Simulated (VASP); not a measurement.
The system is Zr4Ag.

```
Zr Ag
1.0
     4.52969    0.00000    0.00000
    -2.26484    3.92282    0.00000
     0.00000    0.00000    4.99640
Zr Ag
4 1
Direct
  0.00000 0.00000 0.00000
  0.52224 0.00000 0.50000
  0.00000 0.52224 0.50000
  0.47776 0.47776 0.50000
  0.00000 0.00000 0.50000
```

The cell was built from a structure type or drawn by symmetry, and may not be a known phase.

* Program: VASP 6.6.1
* Task: relaxation of cell and atoms
* Functional: PBE
* Potentials or basis: VASP PAW PBE potentials, release 64 (Zr_sv, Ag)
* Cutoff: 600 eV
* k mesh: 4 × 4 × 3
* Occupations: gaussian, width 0.2 eV
* Spin: no spin polarisation

At the start: pressure 122.0 GPa; volume 17.76 Å³/atom.

Where does the relaxation end?

Over 12 steps the energy falls by 3715.9 meV/atom and the volume is 29.74 Å³/atom (+67.5 %); space group P-62m (No. 189, to 0.1 Å) before, P6/mmm (No. 191, to 0.1 Å).

The path:
```csv
step,energy change (eV),largest force (eV/Å),pressure (GPa),volume (Å³)
1,0.0000,2.7046,122.04,88.78
2,-1.0568,0.0271,-15.66,376.16
3,-17.2951,0.0168,-9.22,184.23
4,-18.0661,0.0454,-6.78,170.25
5,-18.4771,0.1461,1.51,147.60
6,-18.5153,0.1126,-1.24,153.22
7,-18.5163,0.1208,-0.56,151.73
8,-18.5710,0.1069,0.15,148.80
9,-18.5762,0.1014,0.46,147.68
10,-18.5780,0.0760,-0.35,149.28
11,-18.5786,0.0840,-0.09,148.75
12,-18.5796,0.0644,-0.07,148.68
```

Final structure:
```
CELL_PARAMETERS angstrom
5.79167 0.00000 0.00000
-2.89584 5.01573 0.00000
0.00000 0.00000 5.11816
ATOMIC_POSITIONS crystal
Zr 0.00000 0.00000 0.00000
Zr 0.50243 0.00000 0.50000
Zr 0.00000 0.50243 0.50000
Zr 0.49757 0.49757 0.50000
Ag 0.00000 0.00000 0.50000
```

Caveat: the k points lie up to 0.41 Å⁻¹ apart in the final cell, too coarse for converged energies and pressures of a metal; the volume moved by over 15 % at a fixed basis, so the end points are rough; the relaxation stopped at a loose force limit of 0.08 eV/Å, so its end isn't a converged minimum.
